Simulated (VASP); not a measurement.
# Al32Cu (a cell with a defect) in VASP: a series of runs

Runs on Al32Cu (a cell with a defect). Level: PBEsol. Tasks: single point.

All numbers are computed with VASP 6.6.1; they aren't measurements. Logs are shortened: lines on timing, memory, paths and dates and some standing lists are left out, and cuts for length are marked.

## Step 1: The cell of the first run

The cell holds a defect, 33 atoms: a = 8.100 Å, b = 8.100 Å, c = 8.100 Å, α = 90.00°, β = 90.00°, γ = 90.00°.

## Step 2: Single point, PBEsol

INCAR reads:

```
  PREC = Accurate
  ENCUT = 520
  EDIFF = 1E-7
  ISMEAR = 0
  SIGMA = 0.15
  LREAL = Auto
  LASPH = True
  NELM = 60
  ALGO = Normal
  ISIF = 2
  LWAVE = False
  LCHARG = True
  GGA = PS
  LELF = True
  LVHAR = True
  NBANDS = 76
```

KPOINTS reads:

```
regular mesh
0
Gamma
  2 2 2
```

POSCAR reads:

```
Al32Cu
1.0
    8.1000000000      0.0000000000      0.0000000000
    0.0000000000      8.1000000000      0.0000000000
    0.0000000000      0.0000000000      8.1000000000
Al Cu
32 1
Direct
    0.5025256002     -0.0000032055      0.0001368548
    0.7496799956      0.2470497538      0.0001150261
    0.7496618509     -0.0000027367      0.2471935175
   -0.0033414150     -0.0000019874      0.0000986488
    0.2495715624      0.2407114535      0.0002118589
    0.5089843302      0.4999958084      0.0002071764
    0.7496787308      0.7529433758      0.0001154655
    0.2495518592     -0.0000059817      0.2408445751
    0.5034260291      0.2460985619      0.2462594321
    0.7493369062      0.4999962148      0.2408305903
    0.5089685790     -0.0000061117      0.5001620471
    0.7493550119      0.2407097618      0.5001495522
    0.7496916030     -0.0000023384      0.7530928295
   -0.0096052363      0.4999970908      0.0002182914
    0.2495701764      0.7592832029      0.0002119970
   -0.0041380749      0.2463404278      0.2464985770
    0.2498683804      0.4999986876      0.2114235755
    0.5034278792      0.7538945076      0.2462574218
   -0.0096011190     -0.0000056682      0.5001334102
    0.2498707358      0.2110409575      0.5000656352
    0.5377485650      0.4999980498      0.5000992635
    0.7493544124      0.7592848511      0.5001499385
    0.2495930794     -0.0000056997      0.7593997490
    0.5033697178      0.2461606198      0.7540011868
    0.7493747885      0.4999966085      0.7594087056
   -0.0041412541      0.7536538042      0.2464957609
   -0.0402216422      0.4999995415      0.5000346429
    0.2498695890      0.7889366824      0.5000662235
   -0.0040417159      0.2464298631      0.7537267955
    0.2498721737      0.4999991369      0.7893287377
    0.5033718598      0.7538328347      0.7540035793
   -0.0040452969      0.7535648220      0.7537301341
    0.2486996385      0.4999877111      0.5003965001
```

Potentials or basis: VASP PAW PBE potentials, release 64 (Al, Cu).

Started as:

```bash
$ cat potpaw_PBE.64/Al/POTCAR potpaw_PBE.64/Cu/POTCAR > POTCAR
$ mpirun -np 1 vasp_std > vasp.out
```

OUTCAR:

```text
PREC = Accurate
   ENCUT = 520
   EDIFF = 1E-7
   ISMEAR = 0
   LREAL = Auto
   LASPH = True
   NELM = 60
   ISIF = 2
   GGA = PS

 ion  position               nearest neighbor table
   1  0.503  1.000  0.000-  18 2.82   9 2.82  31 2.82  24 2.82  23 2.83   5 2.83  15 2.83   8 2.83
                             3 2.83   7 2.83   2 2.83  13 2.83
   2  0.750  0.247  0.000-   9 2.82  24 2.82  16 2.82  29 2.82   6 2.83  25 2.83  14 2.83  10 2.83
                             4 2.83  13 2.83   3 2.83   1 2.83
   3  0.750  1.000  0.247-  18 2.82   9 2.82  26 2.82  16 2.82  11 2.83  12 2.83  22 2.83  19 2.83
                             4 2.83   2 2.83   7 2.83   1 2.83
   4  0.997  1.000  0.000-  26 2.82  16 2.82  32 2.82  29 2.82  15 2.83   5 2.83  23 2.83   8 2.83
                            13 2.83   2 2.83   7 2.83   3 2.83
   5  0.250  0.241  0.000-  30 2.71  17 2.71   8 2.76  23 2.76   4 2.83   1 2.83   9 2.86  16 2.86
                            24 2.86  29 2.87  14 2.97   6 2.97
   6  0.509  0.500  0.000-  30 2.71  17 2.71  10 2.75  25 2.76   2 2.83   7 2.83  18 2.86   9 2.86
                            31 2.86  24 2.86   5 2.97  15 2.97
   7  0.750  0.753  0.000-  18 2.82  31 2.82  26 2.82  32 2.82   6 2.83  25 2.83  14 2.83  10 2.83
                             4 2.83  13 2.83   3 2.83   1 2.83
   8  0.250  1.000  0.241-  20 2.71  28 2.71  15 2.76   5 2.76   4 2.83   1 2.83  18 2.86   9 2.86
                            26 2.86  16 2.86  19 2.97  11 2.97
   9  0.503  0.246  0.246-   1 2.82   3 2.82   2 2.82  10 2.86  12 2.86   5 2.86   6 2.86   8 2.86
[... 32 lines left out ...]
                            32 2.87  29 2.87  12 2.97  22 2.97
  26  0.996  0.754  0.246-   3 2.82   7 2.82   4 2.82  14 2.86  19 2.86  15 2.86   8 2.86  22 2.87
                            10 2.87  27 2.92  28 2.92  17 2.92
  27  0.960  0.500  0.500-  33 2.34  10 2.70  22 2.70  12 2.70  25 2.71  26 2.92  16 2.92  32 2.92
                            29 2.92  17 3.31  28 3.32  20 3.32  30 3.32
  28  0.250  0.789  0.500-  33 2.34  11 2.71   8 2.71  23 2.71  19 2.71  18 2.92  31 2.92  26 2.92
                            32 2.92  21 3.30  17 3.31  30 3.31  27 3.32
  29  0.996  0.246  0.754-   2 2.82  13 2.82   4 2.82  19 2.86  14 2.86  23 2.86   5 2.87  25 2.87
                            12 2.87  27 2.92  30 2.92  20 2.92
  30  0.250  0.500  0.789-  33 2.34   6 2.71  15 2.71   5 2.71  14 2.71  31 2.92  24 2.92  32 2.92
                            29 2.92  21 3.31  28 3.31  20 3.31  27 3.32
  31  0.503  0.754  0.754-   1 2.82   7 2.82  13 2.82  22 2.86  25 2.86  23 2.86  11 2.86  15 2.86
                             6 2.86  30 2.92  28 2.92  21 2.92
  32  0.996  0.754  0.754-   7 2.82  13 2.82   4 2.82  19 2.86  14 2.86  23 2.86  15 2.87  25 2.87
                            22 2.87  27 2.92  30 2.92  28 2.92
  33  0.249  0.500  0.500-  27 2.34  30 2.34  20 2.34  28 2.34  17 2.34  21 2.34

  LATTYP: Found a simple cubic cell.
 ALAT       =     8.1000000000

  Lattice vectors:

 A1 = (   8.1000000000,   0.0000000000,   0.0000000000)
 A2 = (   0.0000000000,   8.1000000000,   0.0000000000)
 A3 = (   0.0000000000,   0.0000000000,   8.1000000000)

Analysis of symmetry for initial positions (statically):
=====================================================================
 Subroutine PRICEL returns:
 Original cell was already a primitive cell.

 Routine SETGRP: Setting up the symmetry group for a
 simple cubic supercell.

 Subroutine GETGRP returns: Found  1 space group operations
 (whereof  1 operations were pure point group operations)
 out of a pool of 48 trial point group operations.

The static configuration has the point symmetry C_1 .

Analysis of symmetry for dynamics (positions and initial velocities):
=====================================================================
 Subroutine PRICEL returns:
 Original cell was already a primitive cell.

 Routine SETGRP: Setting up the symmetry group for a
 simple cubic supercell.

 Subroutine GETGRP returns: Found  1 space group operations
 (whereof  1 operations were pure point group operations)
 out of a pool of 48 trial point group operations.

The dynamic configuration has the point symmetry C_1 .

 Subroutine INISYM returns: Found  1 space group operations
 (whereof  1 operations are pure point group operations),
 and found     1 'primitive' translations

----------------------------------------------------------------------------------------

                                     Primitive cell

  volume of cell :     531.4410

  direct lattice vectors                    reciprocal lattice vectors
     8.100000000  0.000000000  0.000000000     0.123456790  0.000000000  0.000000000
     0.000000000  8.100000000  0.000000000     0.000000000  0.123456790  0.000000000
     0.000000000  0.000000000  8.100000000     0.000000000  0.000000000  0.123456790
[... 87 lines left out ...]
     0.000000000  0.061728395  0.000000000     0.000000000  0.500000000  0.000000000
     0.000000000  0.000000000  0.061728395     0.000000000  0.000000000  0.500000000

  Length of vectors
     0.061728395  0.061728395  0.061728395

  Shift w.r.t. Gamma in fractional coordinates (k-lattice)
     0.000000000  0.000000000  0.000000000

 Subroutine IBZKPT returns following result:
 ===========================================

 Found      8 irreducible k-points:

 Following reciprocal coordinates:
            Coordinates               Weight
  0.000000  0.000000  0.000000      1.000000
  0.500000  0.000000  0.000000      1.000000
  0.000000  0.500000  0.000000      1.000000
  0.000000  0.000000  0.500000      1.000000
  0.500000  0.500000  0.000000      1.000000
  0.000000  0.500000  0.500000      1.000000
  0.500000  0.000000  0.500000      1.000000
  0.500000  0.500000  0.500000      1.000000
   k-points           NKPTS =      8   k-points in BZ     NKDIM =      8   number of bands    NBANDS=     76
   number of dos      NEDOS =    301   number of ions     NIONS =     33
   total plane-waves  NPLWV = 216000
   dimension x,y,z NGX =    60 NGY =   60 NGZ =   60
   dimension x,y,z NGXF=   120 NGYF=  120 NGZF=  120
   ions per type =              32   1
   NGX,Y,Z   is equivalent  to a cutoff of  12.31, 12.31, 12.31 a.u.
   NGXF,Y,Z  is equivalent  to a cutoff of  24.63, 24.63, 24.63 a.u.
 SYSTEM =  unknown system
   PREC   = accura    normal or accurate (medium, high low for compatibility)
   ISTART =      0    job   : 0-new  1-cont  2-samecut
   ICHARG =      2    charge: 1-file 2-atom 10-const
   ISPIN  =      1    spin polarized calculation?
   LNONCOLLINEAR =      F non collinear calculations
   LSORBIT =      F    spin-orbit coupling
   LASPH  =      T    aspherical Exc in radial PAW
   ENCUT  =  520.0 eV  38.22 Ry    6.18 a.u.  15.06 15.06 15.06*2*pi/ulx,y,z
   NELM   =     60;   NELMIN=  2; NELMDL= -5     # of ELM steps
   EDIFF  = 0.1E-06   stopping-criterion for ELM
   LREAL  =      T    real-space projection
   EDIFFG = 0.1E-05   stopping-criterion for IOM
   NSW    =      0    number of steps for IOM
   IBRION =     -1    ionic relax: 0-MD 1-quasi-New 2-CG
   NFREE  =      0    steps in history (QN), initial steepest desc. (CG)
   ISIF   =      2    stress and relaxation
   ISYM   =      2    0-nonsym 1-usesym 2-fastsym
   POTIM  = 0.5000    time-step for ionic-motion
   TEBEG  =    0.0;   TEEND  =   0.0 temperature during run
   PSTRESS=    0.0 pullay stress
   NELECT =     107.0000    total number of electrons
   NUPDOWN=      -1.0000    fix difference up-down
   EMIN   =  10.00;   EMAX   =-10.00  energy-range for DOS
   EFERMI =   0.00;   METHOD = LEGACY
   ISMEAR =     0;   SIGMA  =   0.15  broadening in eV -4-tet -1-fermi 0-gaus
   EFERMI_NEDOS =   21; number of points for ismear=-14 and -15
   IALGO  =     38    algorithm
   IMIX   =      4    mixing-type and parameters
     AMIX     =   0.40;   BMIX     =  1.00
     AMIX_MAG =   1.60;   BMIX_MAG =  1.00
  volume/ion in A,a.u.               =      16.10       108.68
  Fermi-wavevector in a.u.,A,eV,Ry     =   0.959513  1.813218 12.526422  0.920666
  Thomas-Fermi vector in A             =   2.088716
   LORBIT       =      0    0 simple, 1 ext, 2 COOP (PROOUT), +10 PAW based schemes
   GGA     = PS    functional components
   LHFCALC =     F    Hartree Fock is set to
   AEXX    =    0.0000 exact exchange contribution
   IVDW    =     0    specifies the selected vdW correction
   LEPSILON=     F    determine dielectric tensor
   LRPA    =     F    only Hartree local field effects (RPA)
 non-spin polarized calculation
 Gauss-broadening in eV      SIGMA  =   0.15
  energy-cutoff  :      520.00
  volume of cell :      531.44
 maximum number of plane-waves:     14400
   NGX = 31   NGY = 31   NGZ = 31

 number of electron     106.9999990 magnetization

 Free energy of the ion-electron system (eV)
  ---------------------------------------------------
  ext. energy  EPLUGINS =         0.00000000
  ---------------------------------------------------
  free energy    TOTEN  =      -134.53679469 eV

  energy without entropy =     -134.38239709  energy(sigma->0) =     -134.45959589

 E-fermi :   7.7427     XC(G=0): -10.3623

 val. band max:        7.7290860574   @ k =   0.0000   0.0000   0.5000
 cond. band min:       7.9126804037   @ k =   0.0000   0.0000   0.0000
 fundamental gap:      0.1835943463
 Fermi energy:         7.7427430318

 k-point     1 :       0.0000    0.0000    0.0000
  band No.  band energies     occupation
      1      -3.1155      2.00000
      2      -1.0349      2.00000
      3      -1.0347      2.00000
      4      -0.8088      2.00000
      5      -0.7953      2.00000
      6      -0.7952      2.00000
[... 533 lines left out ...]
     64      11.1645      0.00000
     65      11.3374      0.00000
 [bands above 65 left out]

------------------------ aborting loop because EDIFF is reached ----------------------------------------

  FORCE on cell =-STRESS in cart. coord.  units (eV):
  Direction    XX          YY          ZZ          XY          YZ          ZX
  --------------------------------------------------------------------------------------
  -------------------------------------------------------------------------------------
  Total        4.3621990      4.3510435      4.3451670      0.0000467      0.0002007      0.0022052
  in kB       13.1510674     13.1174358     13.0997197      0.0001409      0.0006051      0.0066480
  external PRESSURE =      13.1227409 kB  Pullay stress =       0.0000000 kB

 VOLUME and BASIS-vectors are now :
 -----------------------------------------------------------------------------
  energy-cutoff  :      520.00
  volume of cell :      531.44
      direct lattice vectors                 reciprocal lattice vectors
     8.100000000  0.000000000  0.000000000     0.123456790  0.000000000  0.000000000
     0.000000000  8.100000000  0.000000000     0.000000000  0.123456790  0.000000000
     0.000000000  0.000000000  8.100000000     0.000000000  0.000000000  0.123456790

 POSITION                                       TOTAL-FORCE (eV/Angst)
 -----------------------------------------------------------------------------------
      4.07046      8.09997      0.00111         0.015424      0.000044     -0.000830
      6.07241      2.00110      0.00093         0.000981     -0.013860     -0.000055
      6.07226      8.09998      2.00227         0.002038      0.000031     -0.014085
      8.07293      8.09998      0.00080        -0.011890      0.000011     -0.000563
      2.02153      1.94976      0.00172        -0.001482     -0.020953     -0.000439
      4.12277      4.04997      0.00168         0.021258      0.000041      0.002262
[... 25 lines left out ...]
      8.06723      6.10388      6.10521         0.000396      0.001647      0.000866
      2.01447      4.04990      4.05321        -0.006393     -0.000021      0.001258
 -----------------------------------------------------------------------------------
    total drift:                               -0.014185     -0.000018      0.010519

  FREE ENERGIE OF THE ION-ELECTRON SYSTEM (eV)
  ---------------------------------------------------
  free  energy   TOTEN  =      -134.5367946904 eV

  energy  without entropy=     -134.3823970920  energy(sigma->0) =     -134.45959589
```

Wall time 4.3 min (1 thread of AMD EPYC 9R45 (Zen 5), shared host); peak memory 0.54 GiB.

What came out:

```yaml
Free_energy: -134.5368 eV
Pressure: 1.3 GPa
Largest_force: 0.025 eV/Å
Band_gap_on_the_k_mesh: zero (an odd number of electrons rules out a gap without spin polarisation)
```

Forces on the atoms (eV/Å):
```
Al   0.015  0.000 -0.001
Al   0.001 -0.014  0.000
Al   0.002  0.000 -0.014
Al  -0.012  0.000 -0.001
Al  -0.001 -0.021  0.000
Al   0.021  0.000  0.002
Al   0.001  0.014  0.000
Al  -0.001  0.000 -0.022
Al   0.000  0.002  0.002
Al  -0.002  0.000 -0.023
Al   0.022  0.000  0.002
Al  -0.003 -0.023 -0.001
Al   0.001  0.000  0.013
Al  -0.024  0.000  0.001
Al  -0.001  0.021  0.000
Al   0.000  0.000 -0.001
Al   0.000  0.000  0.003
Al   0.000 -0.002  0.002
Al  -0.025  0.000  0.000
Al  -0.002  0.005  0.001
Al   0.008  0.000 -0.001
Al  -0.003  0.023 -0.001
Al  -0.003  0.000  0.022
Al   0.000  0.001 -0.001
Al  -0.003  0.000  0.023
Al   0.000  0.000 -0.001
Al   0.018  0.000  0.002
Al  -0.002 -0.005  0.001
Al   0.000 -0.002  0.001
Al  -0.002  0.000 -0.009
Al   0.001 -0.002 -0.001
Al   0.000  0.002  0.001
Cu  -0.006  0.000  0.001
```

Caveat: the k points lie up to 0.39 Å⁻¹ apart, too coarse for converged energies and pressures of a metal; the PAW data sets were made with another functional, which shifts forces and pressure a little.

(Part 1 of 2 ends here.)

The gap in the log of VASP goes by the Fermi energy; the results here count the filled bands.